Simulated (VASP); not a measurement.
Input of a VASP 6.6.1 run:

Contents of INCAR:

```
SYSTEM = Na16Li
ALGO = Normal
EDIFF = 1E-6
ENCUT = 520
GGA = PE
ISIF = 2
ISMEAR = 0
LASPH = .TRUE.
LCHARG = .TRUE.
LELF = .TRUE.
LREAL = Auto
LVHAR = .TRUE.
LWAVE = .FALSE.
NBANDS = 72
NELM = 100
PREC = Accurate
SIGMA = 0.05
```

Contents of KPOINTS:

```
k-points
0
G
  2 2 2
  0 0 0
```

POSCAR

```
Na16Li
1.0
    8.4600000000      0.0000000000      0.0000000000
    0.0000000000      8.4600000000      0.0000000000
    0.0000000000      0.0000000000      8.4600000000
Na Li
16 1
Direct
    0.0066072104     -0.0063405437      0.0160075650
    0.4752269504     -0.0003996454     -0.0004356974
    0.0010931442      0.5112945626     -0.0129685579
   -0.0125165485      0.0004080378      0.4860966903
    0.2413683215      0.3072569740      0.2354304965
    0.4940833333      0.5012297872     -0.0292472813
    0.5406050827      0.0042245863      0.5508916076
    0.7211504728      0.2325755319      0.2471359338
   -0.0183158392      0.4990528369      0.5040580378
    0.2541971631      0.6939962175      0.2515593381
    0.2367955083      0.2275511820      0.7362905437
    0.5016352246      0.4875561466      0.5155853428
    0.7164471631      0.7661092199      0.2535024823
    0.7677132388      0.2394651300      0.7750676123
    0.2434634752      0.7723732861      0.7284724586
    0.7600216312      0.7608676123      0.7673644208
    0.2926288416      0.0027979905      0.3129031915
```

Potentials or basis: VASP PAW PBE potentials, release 64 (Na_pv, Li_sv).

Run with:

```sh
$ cat potpaw_PBE.64/Na_pv/POTCAR potpaw_PBE.64/Li_sv/POTCAR > POTCAR
$ mpirun -np 1 vasp_std > vasp.out
```

(1) Estimate the largest force.

(2) Predict the band gap on the k mesh.

Answers

(1) 0.203 eV/Å.

(2) zero (an odd number of electrons rules out a gap without spin polarisation).

Caveat: the k points lie up to 0.37 Å⁻¹ apart, too coarse for converged energies and pressures of a metal.
